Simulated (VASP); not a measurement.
Write the native input for VASP 6.6.1 that does the following.

* Task: relaxation of shape and atoms at fixed volume
* Functional: PBEsol
* Potentials or basis: VASP PAW PBE potentials, release 64 (Hf_pv)
* Cutoff: 600 eV
* k mesh: 18 × 18 × 10
* Occupations: gaussian, width 0.05 eV
* Spin: no spin polarisation
* Dipole correction: no
* Further INCAR settings: ALGO = Fast; EDIFF = 1e-06; IBRION = 2; EDIFFG = -0.01; NSW = 60; ISIF = 4

The structure of Hf lies in POSCAR:

```
Hf
1.0
    2.9213265259      0.0000000000      0.0000000000
   -1.4606632630      2.5299429842      0.0000000000
    0.0000000000      0.0000000000      4.6766733360
Hf
2
Direct
    0.3333333333      0.6666666667      0.2500000000
    0.6666666667      0.3333333333      0.7500000000
```

This cell differs from its parent crystal: volume scaled by 0.800.

The input as run:

INCAR

```
PREC = Accurate
ENCUT = 600
EDIFF = 1E-6
ISMEAR = 0
SIGMA = 0.05
LREAL = False
LASPH = True
NELM = 60
ALGO = Fast
ISIF = 4
LWAVE = False
LCHARG = False
GGA = PS
IBRION = 2
NSW = 60
EDIFFG = -0.01
```

KPOINTS

```
regular mesh
0
Gamma
  18 18 10
```

Potentials or basis: VASP PAW PBE potentials, release 64 (Hf_pv).

The run is started by

```sh
$ cat potpaw_PBE.64/Hf_pv/POTCAR > POTCAR
$ mpirun -np 1 vasp_std > vasp.out
```

It gave:

```
Energy gained by relaxing : 0.1 meV/atom
Ionic steps               : 2
Pressure after relaxing   : 36.2 GPa
Band gap on the k mesh    : zero (band 10 reaches 8.01 eV, above the bottom of band 11 at 6.36 eV)
```

Caveat: the PAW data sets were made with another functional, which shifts forces and pressure a little; spin-orbit coupling is left out, which moves the levels of the heavy elements.

It took 110 s on 1 thread of Intel Xeon 6975P-C, on a shared host, peak memory 0.25 GiB.
